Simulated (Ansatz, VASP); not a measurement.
**Sb: VASP beside Ansatz**

```
CELL_PARAMETERS angstrom
2.14341 1.23750 3.73148
-2.14341 1.23750 3.73148
0.00000 -2.47499 3.73148
ATOMIC_POSITIONS crystal
Sb 0.23364 0.23364 0.23364
Sb 0.76636 0.76636 0.76636
```

Change from the starting cell: volume scaled by 0.99.

Alike in both runs: task single point; functional PBE; k mesh 9 × 9 × 9; occupations fermi-dirac, width 0.05 eV; no spin polarisation.

|  | VASP | Ansatz |
| --- | --- | --- |
| version | VASP 6.6.1 | Ansatz 0.2.0 |
| potentials or method | VASP PAW PBE potentials, release 64 (Sb), cutoff 520 eV | all-electron LAPW, scalar-relativistic |

```tsv
	VASP	Ansatz	Ansatz less VASP
pressure (GPa)	3.9	3.8	-0.08
traceless stress, the component that is largest in VASP (GPa)	-0.44	-0.40	+0.040
rms of the force components (eV/Å)	0.174	0.146	-0.0275
```

Atom by atom the forces differ by 0.028 eV/Å (rms over components). Ansatz ran all-electron here, and VASP with PAW potentials.

Neither program's run includes spin-orbit coupling.
